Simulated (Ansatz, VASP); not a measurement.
Ir: VASP beside Ansatz

INCAR

```
PREC = Accurate
ENCUT = 520
EDIFF = 1E-6
ISMEAR = 0
SIGMA = 0.15
LREAL = F
LASPH = T
NELM = 100
ALGO = Fast
ISIF = 2
LWAVE = F
LCHARG = F
GGA = PS
NBANDS = 10
```

The input KPOINTS:

```
regular mesh
0
Gamma
  22 22 22
```

POSCAR

```
Ir
1.0
    0.0071988750      1.9197000000      1.9197000000
    1.9197000000      0.0071988750      1.9197000000
    1.9268988750      1.9268988750      0.0000000000
Ir
1
Direct
    0.0000000000      0.0000000000      0.0000000000
```

Input for Ansatz:

```yaml
crystal:
  lattice:
    - [0.007198875, 1.9197, 1.9197]
    - [1.9197, 0.007198875, 1.9197]
    - [1.926898875, 1.926898875, 0.0]
  atoms:
    - { symbol: Ir, position: [0.0, 0.0, 0.0] }
basis:
  ecutwfc: 420
kpoints:
  mp_grid: { grid: [22, 22, 22] }
hamiltonian:
  xc: pbesol
scf:
  occupations: { method: gaussian, width: 0.15 }
output:
  forces: true
  stress: true
  eigenvalues: true
```

Change from the starting cell: strain +0.0075 x Voigt [0, 0, 0, 0, 0, 1], atoms carried along.

Alike in both runs: task single point; functional PBEsol; k mesh 22 × 22 × 22; occupations gaussian, width 0.15 eV; no spin polarisation.

|  | VASP | Ansatz |
| --- | --- | --- |
| version | VASP 6.6.1 | Ansatz 0.2.0 |
| potentials or method | VASP PAW PBE potentials, release 64 (Ir), cutoff 520 eV | scalar-relativistic, plane waves, PAW |
| valence electrons in the cell | 9 | 17 |

|  | VASP | Ansatz | Ansatz less VASP |
| --- | --- | --- | --- |
| gap on the k mesh at the Fermi level (eV) | none | none | - |
| pressure (GPa) | -1.8 | -2.6 | -0.80 |
| traceless stress, the component that is largest in VASP (GPa) | -2.06 | -2.06 | +0.005 |

VASP's potentials were made for PBE, not for PBEsol. A gap of «none» marks a metal or a gap that the smearing closes. With one functional, cell and mesh, what is left measures potentials, basis and numerics. VASP's potentials hold 9 valence electrons a cell and Ansatz's 17, so a difference there can come from the potentials and not from the codes.

Spin-orbit coupling is off throughout.
